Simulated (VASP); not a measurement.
# C in VASP: single point with LDA

Aim: the single point of C with LDA.

All numbers are computed with VASP 6.6.1; they aren't measurements. Logs are shortened: lines on timing, memory, paths and dates and some standing lists are left out, and cuts for length are marked.

## Step 1: The cell of the first run

The cell holds a slab with vacuum, 4 atoms: a = 2.456 Å, b = 2.456 Å, c = 24.134 Å, α = 90.00°, β = 90.00°, γ = 120.00°.

## Step 2: Single point, LDA

File INCAR:

```
  PREC = Accurate
  ENCUT = 520
  EDIFF = 1E-7
  ISMEAR = 1
  SIGMA = 0.05
  LREAL = F
  LASPH = T
  NELM = 80
  ALGO = Normal
  ISIF = 2
  LWAVE = F
  LCHARG = T
  LELF = T
  LVHAR = T
  NBANDS = 16
```

File KPOINTS:

```
Automatic mesh
0
Gamma
  12 12 1
```

File POSCAR:

```
C
1.0
    2.4562280000      0.0000000000      0.0000000000
   -1.2281140000      2.1271550000      0.0000000000
    0.0000000000      0.0000000000     24.1339600000
C
4
Direct
    0.0000000000      0.0000000000      0.5704690000
    0.0000000000      0.0000000000      0.4295310000
    0.3333333333      0.6666666667      0.4295250000
    0.6666666667      0.3333333333      0.5704750000
```

Potentials or basis: VASP PAW LDA potentials, release 64 (C).

Run with:

```console
> cat potpaw_LDA.64/C/POTCAR > POTCAR
> mpirun -np 1 vasp_std > vasp.out
```

OUTCAR:

```text
PREC = Accurate
   ENCUT = 520
   EDIFF = 1E-7
   ISMEAR = 1
   LREAL = F
   LASPH = T
   NELM = 80
   ISIF = 2

 ion  position               nearest neighbor table
   1  0.000  0.000  0.570-   4 1.42   4 1.42   4 1.42
   2  0.000  0.000  0.430-   3 1.42   3 1.42   3 1.42
   3  0.333  0.667  0.430-   2 1.42   2 1.42   2 1.42
   4  0.667  0.333  0.570-   1 1.42   1 1.42   1 1.42

  LATTYP: Found a hexagonal cell.
 ALAT       =     2.4562280000
 C/A-ratio  =     9.8256187943

  Lattice vectors:

 A1 = (   2.4562280000,   0.0000000000,   0.0000000000)
 A2 = (  -1.2281140000,   2.1271550000,   0.0000000000)
 A3 = (   0.0000000000,   0.0000000000,  24.1339600000)

Analysis of symmetry for initial positions (statically):
=====================================================================
 Subroutine PRICEL returns:
 Original cell was already a primitive cell.

 Routine SETGRP: Setting up the symmetry group for a
 hexagonal supercell.

 Subroutine GETGRP returns: Found 12 space group operations
 (whereof 12 operations were pure point group operations)
 out of a pool of 24 trial point group operations.

The static configuration has the point symmetry D_3d.

Analysis of symmetry for dynamics (positions and initial velocities):
=====================================================================
 Subroutine PRICEL returns:
 Original cell was already a primitive cell.

 Routine SETGRP: Setting up the symmetry group for a
 hexagonal supercell.

 Subroutine GETGRP returns: Found 12 space group operations
 (whereof 12 operations were pure point group operations)
 out of a pool of 24 trial point group operations.

The dynamic configuration has the point symmetry D_3d.

 Subroutine INISYM returns: Found 12 space group operations
 (whereof 12 operations are pure point group operations),
 and found     1 'primitive' translations

----------------------------------------------------------------------------------------

                                     Primitive cell

  volume of cell :     126.0946

  direct lattice vectors                    reciprocal lattice vectors
     2.456228000  0.000000000  0.000000000     0.407128328  0.235055743  0.000000000
    -1.228114000  2.127155000  0.000000000     0.000000000  0.470111487  0.000000000
     0.000000000  0.000000000 24.133960000     0.000000000  0.000000000  0.041435388

  length of vectors
     2.456228000  2.456227268 24.133960000     0.470111347  0.470111487  0.041435388

  position of ions in fractional coordinates (direct lattice)
     0.000000000  0.000000000  0.570469000
     0.000000000  0.000000000  0.429531000
     0.333333333  0.666666667  0.429525000
     0.666666667  0.333333333  0.570475000

  ion indices of the primitive-cell ions
   primitive index   ion index
                 1           1
                 2           2
                 3           3
                 4           4

----------------------------------------------------------------------------------------

 KPOINTS: Automatic mesh

Automatic generation of k-mesh.
 Grid dimensions read from file:
 generate k-points for:   12   12    1

 Generating k-lattice:

  Cartesian coordinates                     Fractional coordinates (reciprocal lattice)
     0.033927361  0.019587979  0.000000000     0.083333333  0.000000000  0.000000000
     0.000000000  0.039175957  0.000000000     0.000000000  0.083333333  0.000000000
     0.000000000  0.000000000  0.041435388     0.000000000  0.000000000  1.000000000

  Length of vectors
     0.039175946  0.039175957  0.041435388

  Shift w.r.t. Gamma in fractional coordinates (k-lattice)
     0.000000000  0.000000000  0.000000000

 Subroutine IBZKPT returns following result:
 ===========================================

 Found     19 irreducible k-points:

 Following reciprocal coordinates:
            Coordinates               Weight
  0.000000  0.000000  0.000000      1.000000
  0.083333  0.000000  0.000000      6.000000
  0.166667  0.000000  0.000000      6.000000
  0.250000  0.000000  0.000000      6.000000
  0.333333  0.000000  0.000000      6.000000
  0.416667  0.000000  0.000000      6.000000
[... 11 lines left out ...]
  0.333333  0.250000  0.000000     12.000000
  0.333333  0.333333  0.000000      2.000000
   k-points           NKPTS =     19   k-points in BZ     NKDIM =     19   number of bands    NBANDS=     16
   number of dos      NEDOS =    301   number of ions     NIONS =      4
   total plane-waves  NPLWV =  58320
   dimension x,y,z NGX =    18 NGY =   18 NGZ =  180
   dimension x,y,z NGXF=    36 NGYF=   36 NGZF=  360
   ions per type =               4
   NGX,Y,Z   is equivalent  to a cutoff of  12.18, 12.18, 12.40 a.u.
   NGXF,Y,Z  is equivalent  to a cutoff of  24.37, 24.37, 24.80 a.u.
 SYSTEM =  unknown system
   PREC   = accura    normal or accurate (medium, high low for compatibility)
   ISTART =      0    job   : 0-new  1-cont  2-samecut
   ICHARG =      2    charge: 1-file 2-atom 10-const
   ISPIN  =      1    spin polarized calculation?
   LNONCOLLINEAR =      F non collinear calculations
   LSORBIT =      F    spin-orbit coupling
   LASPH  =      T    aspherical Exc in radial PAW
   ENCUT  =  520.0 eV  38.22 Ry    6.18 a.u.   4.57  4.57 44.87*2*pi/ulx,y,z
   NELM   =     80;   NELMIN=  2; NELMDL= -5     # of ELM steps
   EDIFF  = 0.1E-06   stopping-criterion for ELM
   LREAL  =      F    real-space projection
   EDIFFG = 0.1E-05   stopping-criterion for IOM
   NSW    =      0    number of steps for IOM
   IBRION =     -1    ionic relax: 0-MD 1-quasi-New 2-CG
   NFREE  =      0    steps in history (QN), initial steepest desc. (CG)
   ISIF   =      2    stress and relaxation
   ISYM   =      2    0-nonsym 1-usesym 2-fastsym
   POTIM  = 0.5000    time-step for ionic-motion
   TEBEG  =    0.0;   TEEND  =   0.0 temperature during run
   PSTRESS=    0.0 pullay stress
   NELECT =      16.0000    total number of electrons
   NUPDOWN=      -1.0000    fix difference up-down
   EMIN   =  10.00;   EMAX   =-10.00  energy-range for DOS
   EFERMI =   0.00;   METHOD = LEGACY
   ISMEAR =     1;   SIGMA  =   0.05  broadening in eV -4-tet -1-fermi 0-gaus
   EFERMI_NEDOS =   21; number of points for ismear=-14 and -15
   IALGO  =     38    algorithm
   IMIX   =      4    mixing-type and parameters
     AMIX     =   0.40;   BMIX     =  1.00
     AMIX_MAG =   1.60;   BMIX_MAG =  1.00
  volume/ion in A,a.u.               =      31.52       212.73
  Fermi-wavevector in a.u.,A,eV,Ry     =   0.822652  1.554586  9.207823  0.676756
  Thomas-Fermi vector in A             =   1.934024
   LORBIT       =      0    0 simple, 1 ext, 2 COOP (PROOUT), +10 PAW based schemes
   GGA     = CA    functional components
   LHFCALC =     F    Hartree Fock is set to
   AEXX    =    0.0000 exact exchange contribution
   IVDW    =     0    specifies the selected vdW correction
   LEPSILON=     F    determine dielectric tensor
   LRPA    =     F    only Hartree local field effects (RPA)
 non-spin polarized calculation
 Methfessel and Paxton  Order N= 1 SIGMA  =   0.05
  energy-cutoff  :      520.00
  volume of cell :      126.09
 maximum number of plane-waves:      3452
   NGX =  9   NGY =  9   NGZ = 89

 number of electron      15.9999996 magnetization

 Free energy of the ion-electron system (eV)
  ---------------------------------------------------
  ext. energy  EPLUGINS =         0.00000000
  ---------------------------------------------------
  free energy    TOTEN  =       -40.38933108 eV

  energy without entropy =      -40.38893928  energy(sigma->0) =      -40.38920048

 E-fermi :  -1.9885     XC(G=0):  -3.3439

 val. band max:       -1.9885084817   @ k =   0.3333   0.3333   0.0000
 cond. band min:      -1.9885081879   @ k =   0.3333   0.3333   0.0000
 fundamental gap:      0.0000002938
 Fermi energy:        -1.9885083347

 k-point     1 :       0.0000    0.0000    0.0000
  band No.  band energies     occupation
      1     -21.4345      2.00000
      2     -21.2906      2.00000
      3     -10.1644      2.00000
      4      -9.2135      2.00000
      5      -5.0040      2.00000
      6      -5.0040      2.00000
[... 8 lines left out ...]
     15       5.1357      0.00000
     16       6.3560      0.00000

 k-point     2 :       0.0833    0.0000    0.0000
  band No.  band energies     occupation
      1     -21.2695      2.00000
      2     -21.1271      2.00000
      3      -9.9634      2.00000
      4      -9.0187      2.00000
      5      -5.6446      2.00000
      6      -5.6298      2.00000
[... 8 lines left out ...]
     15       5.3596      0.00000
     16       6.4195      0.00000

 k-point     3 :       0.1667    0.0000    0.0000
  band No.  band energies     occupation
      1     -20.7763      2.00000
      2     -20.6385      2.00000
      3      -9.3652      2.00000
      4      -8.4401      2.00000
      5      -7.2642      2.00000
      6      -7.2354      2.00000
[... 8 lines left out ...]
     15       6.0192      0.00000
     16       6.3990      0.00000

 k-point     4 :       0.2500    0.0000    0.0000
  band No.  band energies     occupation
      1     -19.9606      2.00000
      2     -19.8303      2.00000
      3      -9.3506      2.00000
      4      -9.3055      2.00000
      5      -8.3864      2.00000
      6      -7.4986      2.00000
[... 8 lines left out ...]
     15       5.6495      0.00000
     16       6.1371      0.00000

 k-point     5 :       0.3333    0.0000    0.0000
  band No.  band energies     occupation
      1     -18.8339      2.00000
      2     -18.7137      2.00000
      3     -11.5506      2.00000
      4     -11.4889      2.00000
      5      -7.7784      2.00000
      6      -7.7554      2.00000
[... 8 lines left out ...]
     15       6.3521      0.00000
     16       6.9920      0.00000

 k-point     6 :       0.4167    0.0000    0.0000
  band No.  band energies     occupation
      1     -17.4223      2.00000
      2     -17.3152      2.00000
      3     -13.6592      2.00000
      4     -13.5826      2.00000
      5      -8.2550      2.00000
      6      -8.2309      2.00000
[... 8 lines left out ...]
     15       8.3989      0.00000
     16       9.0302      0.00000

 k-point     7 :       0.5000    0.0000    0.0000
  band No.  band energies     occupation
      1     -16.0673      2.00000
      2     -16.0144      2.00000
      3     -15.2090      2.00000
      4     -15.1687      2.00000
      5      -8.4185      2.00000
      6      -8.3941      2.00000
[... 8 lines left out ...]
     15       9.8345      0.00000
     16       9.9346      0.00000

 k-point     8 :       0.0833    0.0833    0.0000
  band No.  band energies     occupation
      1     -20.9404      2.00000
      2     -20.8011      2.00000
      3      -9.5637      2.00000
      4      -8.6319      2.00000
      5      -6.6572      2.00000
      6      -6.6430      2.00000
[... 8 lines left out ...]
     15       5.8073      0.00000
     16       6.7003      0.00000

 k-point     9 :       0.1667    0.0833    0.0000
  band No.  band energies     occupation
      1     -20.2860      2.00000
      2     -20.1527      2.00000
      3      -8.7744      2.00000
      4      -8.3525      2.00000
      5      -8.3217      2.00000
      6      -7.8704      2.00000
[... 8 lines left out ...]
     15       6.2091      0.00000
     16       6.4211      0.00000
[... 77 lines left out ...]
 k-point    14 :       0.2500    0.1667    0.0000
  band No.  band energies     occupation
      1     -18.3602      2.00000
      2     -18.2442      2.00000
      3     -11.3822      2.00000
      4     -11.3333      2.00000
      5      -9.4779      2.00000
      6      -9.4441      2.00000
[... 8 lines left out ...]
     15       7.6724      0.00000
     16       8.2400      0.00000

 k-point    15 :       0.3333    0.1667    0.0000
  band No.  band energies     occupation
      1     -16.9686      2.00000
      2     -16.8659      2.00000
      3     -13.3134      2.00000
      4     -13.2437      2.00000
      5     -10.0492      2.00000
      6     -10.0072      2.00000
[... 8 lines left out ...]
     15       8.9729      0.00000
     16       9.2685      0.00000

 k-point    16 :       0.4167    0.1667    0.0000
  band No.  band energies     occupation
      1     -15.6514      2.00000
      2     -15.6009      2.00000
      3     -14.7885      2.00000
      4     -14.7524      2.00000
      5     -10.2322      2.00000
      6     -10.1884      2.00000
[... 8 lines left out ...]
     15       9.7138      0.00000
     16       9.8759      0.00000

 k-point    17 :       0.2500    0.2500    0.0000
  band No.  band energies     occupation
      1     -17.1206      2.00000
      2     -17.0161      2.00000
      3     -12.3731      2.00000
      4     -12.3382      2.00000
      5     -10.9877      2.00000
      6     -10.9614      2.00000
[... 8 lines left out ...]
     15       9.3518      0.00000
     16      10.0323      0.00000

 k-point    18 :       0.3333    0.2500    0.0000
  band No.  band energies     occupation
      1     -15.6690      2.00000
      2     -15.5828      2.00000
      3     -13.8291      2.00000
      4     -13.7688      2.00000
      5     -11.6971      2.00000
      6     -11.6501      2.00000
[... 8 lines left out ...]
     15      10.5733      0.00000
     16      10.7707      0.00000

 k-point    19 :       0.3333    0.3333    0.0000
  band No.  band energies     occupation
      1     -14.4321      2.00000
      2     -14.3859      2.00000
      3     -14.3859      2.00000
      4     -14.3441      2.00000
      5     -12.6419      2.00000
      6     -12.6419      2.00000
[... 8 lines left out ...]
     15      10.8617      0.00000
     16      11.8207      0.00000

------------------------ aborting loop because EDIFF is reached ----------------------------------------

  FORCE on cell =-STRESS in cart. coord.  units (eV):
  Direction    XX          YY          ZZ          XY          YZ          ZX
  --------------------------------------------------------------------------------------
  -------------------------------------------------------------------------------------
  Total       -0.9994170     -0.9994162     -0.1156805      0.0000000      0.0000000     -0.0000000
  in kB      -12.6987486    -12.6987385     -1.4698544      0.0000000      0.0000000     -0.0000000
  external PRESSURE =      -8.9557805 kB  Pullay stress =       0.0000000 kB

 VOLUME and BASIS-vectors are now :
 -----------------------------------------------------------------------------
  energy-cutoff  :      520.00
  volume of cell :      126.09
      direct lattice vectors                 reciprocal lattice vectors
     2.456228000  0.000000000  0.000000000     0.407128328  0.235055743  0.000000000
    -1.228114000  2.127155000  0.000000000     0.000000000  0.470111487  0.000000000
     0.000000000  0.000000000 24.133960000     0.000000000  0.000000000  0.041435388

 POSITION                                       TOTAL-FORCE (eV/Angst)
 -----------------------------------------------------------------------------------
      0.00000      0.00000     13.76768        -0.000000     -0.000000     -0.023444
      0.00000      0.00000     10.36628        -0.000000      0.000000      0.023444
     -0.00000      1.41810     10.36614         0.000000     -0.000000      0.002532
      1.22811      0.70905     13.76782         0.000000      0.000000     -0.002532
 -----------------------------------------------------------------------------------
    total drift:                                0.000000      0.000000      0.000000

  FREE ENERGIE OF THE ION-ELECTRON SYSTEM (eV)
  ---------------------------------------------------
  free  energy   TOTEN  =       -40.3893310756 eV

  energy  without entropy=      -40.3889392773  energy(sigma->0) =      -40.38920048
```

Wall time 2.1 min (1 thread of AMD EPYC 7R13, shared host); peak memory 0.16 GiB.

Results:

* Free energy: -40.3893 eV
* Largest force: 0.023 eV/Å
* Band gap on the k mesh: zero (filled and empty bands touch)

Forces on the atoms (eV/Å):
```
C    0.000  0.000 -0.023
C    0.000  0.000  0.023
C    0.000  0.000  0.003
C    0.000  0.000 -0.003
```
